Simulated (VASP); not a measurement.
A run of VASP 6.6.1:

File INCAR:

```
SYSTEM = Zn
PREC = Accurate
ENCUT = 520
EDIFF = 1E-6
ISMEAR = 0
SIGMA = 0.01
LREAL = .FALSE.
LASPH = .TRUE.
NELM = 80
ALGO = Normal
ISIF = 2
LWAVE = .FALSE.
LCHARG = .TRUE.
LELF = .TRUE.
LVHAR = .TRUE.
NBANDS = 19
```

File KPOINTS:

```
Automatic mesh
0
G
  14 14 7
  0 0 0
```

File POSCAR:

```
Zn
1.0
    2.5709734941      0.0000000000      0.0000000000
   -1.2854867470      2.2265283583      0.0000000000
    0.0000000000      0.0000000000      4.7361908757
Zn
2
Direct
    0.3333333333      0.6666666667      0.2500000000
    0.6666666667      0.3333333333      0.7500000000
```

Potentials or basis: VASP PAW LDA potentials, release 64 (Zn).

Run with:

```console
$ cat potpaw_LDA.64/Zn/POTCAR > POTCAR
$ mpirun -np 1 vasp_std > vasp.out
```

Hardware: 1 thread of Intel(R) Xeon(R) 6975P-C (Granite Rapids), on a shared host.

Question: How long does it take, and how much memory?

Answer: It took 15 s on 1 thread of Intel(R) Xeon(R) 6975P-C (Granite Rapids), with other jobs on the host, peak memory 0.15 GiB. Counts: scf iterations 11, k points 96.
